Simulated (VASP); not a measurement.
# SiC2F (P6/mmm) in VASP: notebook

SiC2F is run at these levels: PBE; tasks: relaxation of cell and atoms, single point.

Program: VASP 6.6.1. These are calculated values, not measurements. Logs are shortened: lines on timing, memory, paths and dates and some standing lists are left out, and cuts for length are marked.

**1. The cell of the first run**

The structure is hexagonal, space group P6/mmm (No. 191). Conventional cell: a = 4.728 Å, b = 4.728 Å, c = 3.101 Å, α = 90.00°, β = 90.00°, γ = 120.00°. Within 2.1 Å of Si (site symmetry 6/mmm) lie 2 F at 1.55 Å. Within 3.6 Å of C (site symmetry -6m2) lie 3 Si at 2.73 Å and 5 C at 2.73 to 3.10 Å and 6 F at 3.14 Å. Within 2.1 Å of F (site symmetry 6/mmm) lie 2 Si at 1.55 Å.

**2. Relaxation of cell and atoms, PBE**

File INCAR:

```
PREC = Accurate ; ENCUT = 600
EDIFF = 1E-6 ; ISMEAR = 0
SIGMA = 0.1 ; LREAL = False
LASPH = True ; NELM = 60
ALGO = Normal ; ISIF = 3
LWAVE = False ; LCHARG = False
GGA = PE ; IBRION = 2
NSW = 90 ; EDIFFG = -0.04
```

File KPOINTS:

```
Automatic mesh
0
Gamma
  6 6 6
```

File POSCAR:

```
SiC2F
1.0
    4.7277855000      0.0000000000      0.0000000000
   -2.3638927500      4.0943823500      0.0000000000
    0.0000000000      0.0000000000      3.1008230100
Si C F
1 2 1
Direct
    0.0000000000      0.0000000000      0.5000000000
    0.3333333300      0.6666666700      0.5000000000
    0.6666666700      0.3333333300      0.5000000000
    0.0000000000      0.0000000000      0.0000000000
```

Potentials or basis: VASP PAW PBE potentials, release 64 (Si, C, F).

Launch:

```console
$ cat potpaw_PBE.64/Si/POTCAR potpaw_PBE.64/C/POTCAR potpaw_PBE.64/F/POTCAR > POTCAR
$ mpirun -np 1 vasp_std > vasp.out
```

OUTCAR:

```text
PREC = Accurate
   ENCUT = 600
   EDIFF = 1E-6
   ISMEAR = 0
   LREAL = False
   LASPH = True
   NELM = 60
   ISIF = 3
   GGA = PE
   IBRION = 2
   NSW = 90
   EDIFFG = -0.04

 ion  position               nearest neighbor table
   1  0.000  0.000  0.500-   4 1.55   4 1.55
   2  0.333  0.667  0.500-
   3  0.667  0.333  0.500-
   4  0.000  0.000  0.000-   1 1.55   1 1.55

  LATTYP: Found a hexagonal cell.
 ALAT       =     4.7277855000
 C/A-ratio  =     0.6558721858

  Lattice vectors:

 A1 = (   4.7277855000,   0.0000000000,   0.0000000000)
 A2 = (  -2.3638927500,   4.0943823500,   0.0000000000)
 A3 = (   0.0000000000,   0.0000000000,   3.1008230100)

Analysis of symmetry for initial positions (statically):
=====================================================================
 Subroutine PRICEL returns:
 Original cell was already a primitive cell.

 Routine SETGRP: Setting up the symmetry group for a
 hexagonal supercell.

 Subroutine GETGRP returns: Found 24 space group operations
 (whereof 24 operations were pure point group operations)
 out of a pool of 24 trial point group operations.

The static configuration has the point symmetry D_6h.

Analysis of symmetry for dynamics (positions and initial velocities):
=====================================================================
 Subroutine PRICEL returns:
 Original cell was already a primitive cell.

 Routine SETGRP: Setting up the symmetry group for a
 hexagonal supercell.

 Subroutine GETGRP returns: Found 24 space group operations
 (whereof 24 operations were pure point group operations)
 out of a pool of 24 trial point group operations.

The dynamic configuration has the point symmetry D_6h.

 Subroutine INISYM returns: Found 24 space group operations
 (whereof 24 operations are pure point group operations),
 and found     1 'primitive' translations

----------------------------------------------------------------------------------------

                                     Primitive cell

  volume of cell :      60.0238

  direct lattice vectors                    reciprocal lattice vectors
     4.727785500  0.000000000  0.000000000     0.211515518  0.122118541  0.000000000
    -2.363892750  4.094382350  0.000000000     0.000000000  0.244237083  0.000000000
     0.000000000  0.000000000  3.100823010     0.000000000  0.000000000  0.322495027

  length of vectors
     4.727785500  4.727785503  3.100823010     0.244237083  0.244237083  0.322495027

  position of ions in fractional coordinates (direct lattice)
     0.000000000  0.000000000  0.500000000
     0.333333330  0.666666670  0.500000000
     0.666666670  0.333333330  0.500000000
     0.000000000  0.000000000  0.000000000

  ion indices of the primitive-cell ions
   primitive index   ion index
                 1           1
                 2           2
                 3           3
                 4           4

----------------------------------------------------------------------------------------

 KPOINTS: Automatic mesh

Automatic generation of k-mesh.
 Grid dimensions read from file:
 generate k-points for:    6    6    6

 Generating k-lattice:

  Cartesian coordinates                     Fractional coordinates (reciprocal lattice)
     0.035252586  0.020353090  0.000000000     0.166666667  0.000000000  0.000000000
     0.000000000  0.040706180  0.000000000     0.000000000  0.166666667  0.000000000
     0.000000000  0.000000000  0.053749171     0.000000000  0.000000000  0.166666667

  Length of vectors
     0.040706180  0.040706180  0.053749171

  Shift w.r.t. Gamma in fractional coordinates (k-lattice)
     0.000000000  0.000000000  0.000000000

 Subroutine IBZKPT returns following result:
 ===========================================

 Found     28 irreducible k-points:

 Following reciprocal coordinates:
            Coordinates               Weight
  0.000000  0.000000  0.000000      1.000000
  0.166667  0.000000  0.000000      6.000000
  0.333333  0.000000  0.000000      6.000000
  0.500000  0.000000  0.000000      3.000000
  0.166667  0.166667  0.000000      6.000000
  0.333333  0.166667  0.000000     12.000000
[... 16 lines left out ...]
  0.166667  0.000000  0.500000      6.000000
  0.333333  0.000000  0.500000      6.000000
 [... further k-points ...]
   k-points           NKPTS =     28   k-points in BZ     NKDIM =     28   number of bands    NBANDS=     13
   number of dos      NEDOS =    301   number of ions     NIONS =      4
   total plane-waves  NPLWV =  44800
   dimension x,y,z NGX =    40 NGY =   40 NGZ =   28
   dimension x,y,z NGXF=    80 NGYF=   80 NGZF=   56
   ions per type =               1   2   1
   NGX,Y,Z   is equivalent  to a cutoff of  14.07, 14.07, 15.01 a.u.
   NGXF,Y,Z  is equivalent  to a cutoff of  28.13, 28.13, 30.02 a.u.
 SYSTEM =  unknown system
   PREC   = accura    normal or accurate (medium, high low for compatibility)
   ISTART =      0    job   : 0-new  1-cont  2-samecut
   ICHARG =      2    charge: 1-file 2-atom 10-const
   ISPIN  =      1    spin polarized calculation?
   LNONCOLLINEAR =      F non collinear calculations
   LSORBIT =      F    spin-orbit coupling
   LASPH  =      T    aspherical Exc in radial PAW
   ENCUT  =  600.0 eV  44.10 Ry    6.64 a.u.   9.44  9.44  6.19*2*pi/ulx,y,z
   NELM   =     60;   NELMIN=  2; NELMDL= -5     # of ELM steps
   EDIFF  = 0.1E-05   stopping-criterion for ELM
   LREAL  =      F    real-space projection
   EDIFFG = -.4E-01   stopping-criterion for IOM
   NSW    =     90    number of steps for IOM
   IBRION =      2    ionic relax: 0-MD 1-quasi-New 2-CG
   NFREE  =      1    steps in history (QN), initial steepest desc. (CG)
   ISIF   =      3    stress and relaxation
   ISYM   =      2    0-nonsym 1-usesym 2-fastsym
   POTIM  = 0.5000    time-step for ionic-motion
   TEBEG  =    0.0;   TEEND  =   0.0 temperature during run
   PSTRESS=    0.0 pullay stress
   NELECT =      19.0000    total number of electrons
   NUPDOWN=      -1.0000    fix difference up-down
   EMIN   =  10.00;   EMAX   =-10.00  energy-range for DOS
   EFERMI =   0.00;   METHOD = LEGACY
   ISMEAR =     0;   SIGMA  =   0.10  broadening in eV -4-tet -1-fermi 0-gaus
   EFERMI_NEDOS =   21; number of points for ismear=-14 and -15
   IALGO  =     38    algorithm
   IMIX   =      4    mixing-type and parameters
     AMIX     =   0.40;   BMIX     =  1.00
     AMIX_MAG =   1.60;   BMIX_MAG =  1.00
  volume/ion in A,a.u.               =      15.01       101.27
  Fermi-wavevector in a.u.,A,eV,Ry     =   1.115711  2.108388 16.936677  1.244811
  Thomas-Fermi vector in A             =   2.252318
   LORBIT       =      0    0 simple, 1 ext, 2 COOP (PROOUT), +10 PAW based schemes
   GGA     = PE    functional components
   LHFCALC =     F    Hartree Fock is set to
   AEXX    =    0.0000 exact exchange contribution
   IVDW    =     0    specifies the selected vdW correction
   LEPSILON=     F    determine dielectric tensor
   LRPA    =     F    only Hartree local field effects (RPA)
 conjugate gradient relaxation of ions
 non-spin polarized calculation
 Gauss-broadening in eV      SIGMA  =   0.10
  energy-cutoff  :      600.00
  volume of cell :       60.02
 maximum number of plane-waves:      2021
 NGX is ok and might be reduce to    40
   NGX = 19   NGY = 19   NGZ = 13

--------------------------------------- Ionic step        1  -------------------------------------------

 number of electron      19.0000001 magnetization

 Free energy of the ion-electron system (eV)
  ---------------------------------------------------
  ext. energy  EPLUGINS =         0.00000000
  ---------------------------------------------------
  free energy    TOTEN  =       -14.82651888 eV

  energy without entropy =      -14.80577470  energy(sigma->0) =      -14.81614679

------------------------ aborting loop because EDIFF is reached ----------------------------------------

  FORCE on cell =-STRESS in cart. coord.  units (eV):
  Direction    XX          YY          ZZ          XY          YZ          ZX
  --------------------------------------------------------------------------------------
  -------------------------------------------------------------------------------------
  Total      -10.3814136    -10.3814136     19.2021091      0.0000000     -0.0000000      0.0000000
  in kB     -277.1047279   -277.1047283    512.5501622      0.0000000     -0.0000000      0.0000000
  external PRESSURE =     -13.8864313 kB  Pullay stress =       0.0000000 kB
[... 99 lines left out ...]
  energy  without entropy=      -20.1251195591  energy(sigma->0) =      -20.12964431

--------------------------------------- Ionic step        4  -------------------------------------------

 number of electron      19.0000009 magnetization

 E-fermi :   2.5952     XC(G=0):  -9.5841

 val. band max:        2.5517496379   @ k =   0.1667   0.0000   0.0000
 cond. band min:       2.6303422948   @ k =   0.3333   0.3333   0.3333
 fundamental gap:      0.0785926569
 Fermi energy:         2.5951926661

 k-point     1 :       0.0000    0.0000    0.0000
  band No.  band energies     occupation
      1     -19.4164      2.00000
      2     -11.6083      2.00000
      3      -3.5622      2.00000
      4      -1.9353      2.00000
      5      -0.9591      2.00000
      6      -0.9591      2.00000
      7      -0.7609      2.00000
      8      -0.7609      2.00000
      9       1.3612      2.00000
     10       1.4877      2.00000
     11       1.4877      2.00000
     12       3.7347      0.00000
     13       5.5544      0.00000
[... 555 lines left out ...]
  energy  without entropy=      -21.1841588968  energy(sigma->0) =      -21.18811129

--------------------------------------- Ionic step        9  -------------------------------------------

 number of electron      19.0000001 magnetization

 Free energy of the ion-electron system (eV)
  ---------------------------------------------------
  ext. energy  EPLUGINS =         0.00000000
  ---------------------------------------------------
  free energy    TOTEN  =       -21.20727669 eV

  energy without entropy =      -21.19975247  energy(sigma->0) =      -21.20351458

 E-fermi :   5.1150     XC(G=0): -10.6399

 val. band max:        5.1131500252   @ k =   0.1667   0.1667   0.3333
 cond. band min:       5.1921928610   @ k =   0.5000   0.0000   0.3333
 fundamental gap:      0.0790428359
 Fermi energy:         5.1150207869

 k-point     1 :       0.0000    0.0000    0.0000
  band No.  band energies     occupation
      1     -19.0144      2.00000
      2     -10.2566      2.00000
      3      -3.3642      2.00000
      4       0.0133      2.00000
      5       0.0133      2.00000
      6       0.7670      2.00000
      7       0.7670      2.00000
      8       1.4373      2.00000
      9       3.4564      2.00000
     10       3.9671      2.00000
     11       3.9671      2.00000
     12       8.4282      0.00000
     13       8.5793      0.00000
[... 399 lines left out ...]
  FREE ENERGIE OF THE ION-ELECTRON SYSTEM (eV)
  ---------------------------------------------------
  free  energy   TOTEN  =       -21.2072766875 eV

  energy  without entropy=      -21.1997524669  energy(sigma->0) =      -21.20351458

 reached required accuracy - stopping structural energy minimisation
```

Wall time 4.2 min (1 thread of Intel Xeon Platinum 8259CL at 2.50GHz (Skylake/Cascade Lake), shared host); peak memory 0.22 GiB.

Results:

| Property | Result |
| --- | --- |
| Free energy | -21.2073 eV |
| Relaxed volume | 10.34 Å³/atom |
| Relaxed cell | a = 3.526 Å, b = 3.526 Å, c = 3.843 Å, α = 90.00°, β = 90.00°, γ = 120.00° |
| Space group after relaxing (to 0.05 Å) | P6/mmm (No. 191) |
| Energy gained by relaxing | 1595.2 meV/atom |
| Ionic steps | 9 |
| Pressure after relaxing | 0.0 GPa |

Stress tensor (GPa, compression positive):
```
 0.22  0.00  0.00
 0.00  0.22  0.00
 0.00  0.00 -0.52
```

Step by step:
```tsv
step	energy change (eV)	largest force (eV/Å)	pressure (GPa)	volume (Å³)
1	0.0000	0.0000	-1.39	60.02
2	-4.2468	0.0000	-21.28	56.57
3	-5.3077	0.0000	-22.50	53.40
4	-5.5258	0.0000	-21.25	51.99
5	-5.4095	0.0000	23.68	38.23
6	-6.0766	0.0000	-6.27	44.88
7	-6.0779	0.0000	-5.27	44.57
8	-6.3655	0.0000	-1.37	42.00
9	-6.3808	0.0000	-0.03	41.36
```

Final structure:
```
CELL_PARAMETERS angstrom
3.52567 0.00000 0.00000
-1.76284 3.05332 0.00000
0.00000 0.00000 3.84251
ATOMIC_POSITIONS crystal
Si 0.00000 0.00000 0.50000
C 0.33333 0.66667 0.50000
C 0.66667 0.33333 0.50000
F 0.00000 0.00000 0.00000
```

Levels at points of the mesh, in eV from the Fermi level:
```
           k point  band 5  band 6  band 7  band 8  band 9  band 10  band 11  band 12  band 13
(0.00, 0.00, 0.00)   -5.10   -4.35   -4.35   -3.68   -1.66    -1.15    -1.15     3.31     3.46
(0.50, 0.00, 0.00)   -7.27   -4.61   -4.11   -3.87   -1.43     1.00     3.96     4.47     9.54
(0.00, 0.00, 0.50)   -4.60   -4.28   -4.28   -4.07   -3.57    -2.08    -2.08     3.08     5.66
(0.50, 0.00, 0.50)   -6.70   -5.95   -4.76   -2.49   -0.53    -0.27     4.00     4.53     6.06
```

Caveat: the volume moved by over 15 % at a fixed basis, so the end points are rough; an odd number of electrons without spin polarisation forces a metal; a magnetic or distorted state may lie lower.

**3. Single point, PBE, collinear spin, ferromagnetic start**

File INCAR:

```
ALGO = Normal
EDIFF = 1E-7
ENCUT = 520
GGA = PE
ISIF = 2
ISMEAR = 0
ISPIN = 2
LASPH = True
LCHARG = False
LORBIT = 11
LREAL = False
LWAVE = False
MAGMOM = 0 1 1 1
NBANDS = 22
NELM = 150
PREC = Accurate
SIGMA = 0.1
```

File KPOINTS:

```
k-points
0
Gamma
  6 6 6
```

POSCAR is that of step 2.

Potentials or basis: VASP PAW PBE potentials, release 64 (Si, C, F).

Launch:

```console
$ cat potpaw_PBE.64/Si/POTCAR potpaw_PBE.64/C/POTCAR potpaw_PBE.64/F/POTCAR > POTCAR
$ mpirun -np 1 vasp_std > vasp.out
```

OUTCAR:

```text
EDIFF = 1E-7
   ENCUT = 520
   GGA = PE
   ISIF = 2
   ISMEAR = 0
   ISPIN = 2
   LASPH = True
   LORBIT = 11
   LREAL = False
   NELM = 150
   PREC = Accurate

 ion  position               nearest neighbor table
   1  0.000  0.000  0.500-   4 1.55   4 1.55
   2  0.333  0.667  0.500-
   3  0.667  0.333  0.500-
   4  0.000  0.000  0.000-   1 1.55   1 1.55

  LATTYP: Found a hexagonal cell.
 ALAT       =     4.7277855000
 C/A-ratio  =     0.6558721858

  Lattice vectors:

 A1 = (   4.7277855000,   0.0000000000,   0.0000000000)
 A2 = (  -2.3638927500,   4.0943823500,   0.0000000000)
 A3 = (   0.0000000000,   0.0000000000,   3.1008230100)

Analysis of symmetry for initial positions (statically):
[... 1355 lines left out ...]
     21      16.2093      0.00000

 [... further k-points ...]

 [bands above 21 left out]

------------------------ aborting loop because EDIFF is reached ----------------------------------------

  FORCE on cell =-STRESS in cart. coord.  units (eV):
  Direction    XX          YY          ZZ          XY          YZ          ZX
  --------------------------------------------------------------------------------------
  -------------------------------------------------------------------------------------
  Total      -10.4261035    -10.4261035     19.3339432      0.0000000     -0.0000000      0.0000000
  in kB     -278.2976089   -278.2976094    516.0691293      0.0000000     -0.0000000      0.0000000
  external PRESSURE =     -13.5086963 kB  Pullay stress =       0.0000000 kB

 VOLUME and BASIS-vectors are now :
 -----------------------------------------------------------------------------
  energy-cutoff  :      520.00
  volume of cell :       60.02
      direct lattice vectors                 reciprocal lattice vectors
     4.727785500  0.000000000  0.000000000     0.211515518  0.122118541  0.000000000
    -2.363892750  4.094382350  0.000000000     0.000000000  0.244237083  0.000000000
     0.000000000  0.000000000  3.100823010     0.000000000  0.000000000  0.322495027

 POSITION                                       TOTAL-FORCE (eV/Angst)
 -----------------------------------------------------------------------------------
      0.00000      0.00000      1.55041        -0.000000      0.000000      0.000000
     -0.00000      2.72959      1.55041         0.000000      0.000000     -0.000000
      2.36389      1.36479      1.55041        -0.000000      0.000000      0.000000
      0.00000      0.00000      0.00000         0.000000      0.000000      0.000000
 -----------------------------------------------------------------------------------
    total drift:                               -0.000000      0.000000      0.000000

  FREE ENERGIE OF THE ION-ELECTRON SYSTEM (eV)
  ---------------------------------------------------
  free  energy   TOTEN  =       -14.8211821537 eV

  energy  without entropy=      -14.8026018455  energy(sigma->0) =      -14.81189200

 total charge

# of ion       s       p       d       tot
------------------------------------------
    1        0.762   0.725   0.000   1.487
    2        1.026   0.958   0.000   1.985
    3        1.026   0.958   0.000   1.985
    4        1.774   4.550   0.000   6.324
--------------------------------------------------
tot          4.589   7.191   0.000  11.780

 magnetization (x)

# of ion       s       p       d       tot
------------------------------------------
    1        0.009   0.022   0.000   0.031
    2        0.016   0.137   0.000   0.153
    3        0.016   0.137   0.000   0.153
    4        0.000   0.009   0.000   0.009
--------------------------------------------------
tot          0.043   0.304   0.000   0.347
```

It took 3.6 min on 1 thread of Intel Xeon Platinum 8259CL at 2.50GHz (Skylake/Cascade Lake), shared host; peak memory 0.22 GiB.

What came out:

* Free energy: -14.8212 eV
* Pressure: -1.4 GPa
* Net moment: 0.68 μB per cell
* Site moments: Si +0.03; C +0.15; F +0.01 μB
* Valence electrons inside the program's atomic spheres: Si 1.49; C 1.99; F 6.32
